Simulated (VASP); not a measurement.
Here is a VASP 6.6.1 calculation.

INCAR

```
PREC     = Accurate       # precision mode
ENCUT    = 520            # plane-wave cutoff, eV
EDIFF    = 1E-6           # SCF threshold, eV
ISMEAR   = -1             # smearing method
SIGMA    = 0.02           # smearing width, eV
LREAL    = False          # projectors in reciprocal space
LASPH    = True           # aspherical terms in the spheres
NELM     = 80             # most SCF steps
ALGO     = Normal         # electronic algorithm
ISIF     = 2              # what is computed and relaxed
LWAVE    = False          # write WAVECAR
LCHARG   = False          # write CHGCAR
GGA      = PE             # functional
NBANDS   = 33             # bands
```

File KPOINTS:

```
regular mesh
0
Gamma
  10 10 10
```

Contents of POSCAR:

```
TiO2
1.0
   -1.8888988106      1.8888988106      4.6000468768
    1.8888988106     -1.8888988106      4.6000468768
    1.8888988106      1.8888988106     -4.6000468768
Ti O
2 4
Direct
    0.7500000000      0.2500000000      0.5000000000
    0.0000000000      0.0000000000      0.0000000000
    0.5374105006      0.0374105006      0.5000000000
    0.7874105006      0.7874105006      0.0000000000
    0.2125894994      0.2125894994      0.0000000000
    0.9625894994      0.4625894994      0.5000000000
```

Potentials or basis: VASP PAW PBE potentials, release 64 (Ti_sv, O).

The run is started by

```sh
$ cat potpaw_PBE.64/Ti_sv/POTCAR potpaw_PBE.64/O/POTCAR > POTCAR
$ mpirun -np 1 vasp_std > vasp.out
```

Task: Predict the pressure.

Result: 12.7 GPa.

Task: What does it give for the largest force?

Result: 0.137 eV/Å.

Task: What does it give for the band gap on the k mesh?

Result: 2.03 eV, indirect (least direct gap 2.46 eV).

Stress tensor (GPa, compression positive):
```
11.79  0.00  0.00
 0.00 11.79  0.00
 0.00  0.00 14.37
```

Caveat: the cell differs from its parent crystal (uniaxial z strain -4.0%). A k mesh can miss the band edges.
